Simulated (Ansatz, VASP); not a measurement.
# Two plane-wave programs on IrO

```
Ir O
1.0
     3.17718    0.00000    0.00000
    -1.58859    2.75152    0.00000
     0.00000    0.00000    5.34291
Ir O
2 2
Direct
  0.00000 0.00000 0.00000
  0.00000 0.00000 0.50000
  0.33333 0.66667 0.25000
  0.66667 0.33333 0.75000
```

Alike in both runs: functional r2SCAN; k mesh 6 × 6 × 4; occupations gaussian, width 0.1 eV; no spin polarisation.

Ansatz relaxed the structure, and its values are those at the end. VASP's run is a single point on that final structure, the one shown.

|  | VASP | Ansatz |
| --- | --- | --- |
| version | VASP 6.6.1 | Ansatz 0.2.0 |
| potentials or method | VASP PAW PBE potentials, release 64 (Ir_sv_GW, O), cutoff 770 eV | scalar-relativistic, plane waves, PAW |
| valence electrons in the cell | 46 | 46 |

Ansatz gave:

| Item | Value |
| --- | --- |
| gap on the k mesh at the Fermi level (eV) | none |
| pressure (GPa) | 0.1 |

**Question.** Estimate VASP's values.

**Answer.** gap on the k mesh at the Fermi level (eV): none; pressure (GPa): -0.3.

VASP's potentials were made for PBE, not for r2SCAN. A gap of «none» marks a metal or a gap that the smearing closes. The functional is the same, so the differences come from potentials, cutoffs and numerics.

The k mesh is coarse, so the values compare programs but aren't converged. Neither program's run includes spin-orbit coupling.
